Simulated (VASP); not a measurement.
Input of a VASP 6.6.1 run:

The input INCAR:

```
SYSTEM = CsI
PREC = Accurate
ENCUT = 500
EDIFF = 1E-6
ISMEAR = -1
SIGMA = 0.01
LREAL = .FALSE.
LASPH = .TRUE.
NELM = 120
ALGO = Normal
ISIF = 2
LWAVE = .FALSE.
LCHARG = .TRUE.
LELF = .TRUE.
LVHAR = .TRUE.
NBANDS = 15
GGA_COMPAT = .FALSE.
```

KPOINTS

```
Automatic mesh
0
G
  7 7 7
  0 0 0
```

File POSCAR:

```
CsI
1.0
    4.5818718722      0.0000000000      0.0000000000
    0.0000000000      4.5818718722      0.0000000000
    0.0000000000      0.0000000000      4.5818718722
Cs I
1 1
Direct
    0.0000000000      0.0000000000      0.0000000000
    0.5000000000      0.5000000000      0.5000000000
```

Potentials or basis: VASP PAW LDA potentials, release 64 (Cs_sv, I).

Run with:

```sh
$ cat potpaw_LDA.64/Cs_sv/POTCAR potpaw_LDA.64/I/POTCAR > POTCAR
$ mpirun -np 1 vasp_std > vasp.out
```

Question: What does it give for the band gap on the k mesh?

Answer: 3.53 eV, indirect (least direct gap 3.60 eV).

Question: Predict the pressure.

Answer: -1.5 GPa.

Caveat: spin-orbit coupling is left out, which moves the levels of the heavy elements. A k mesh can miss the band edges.
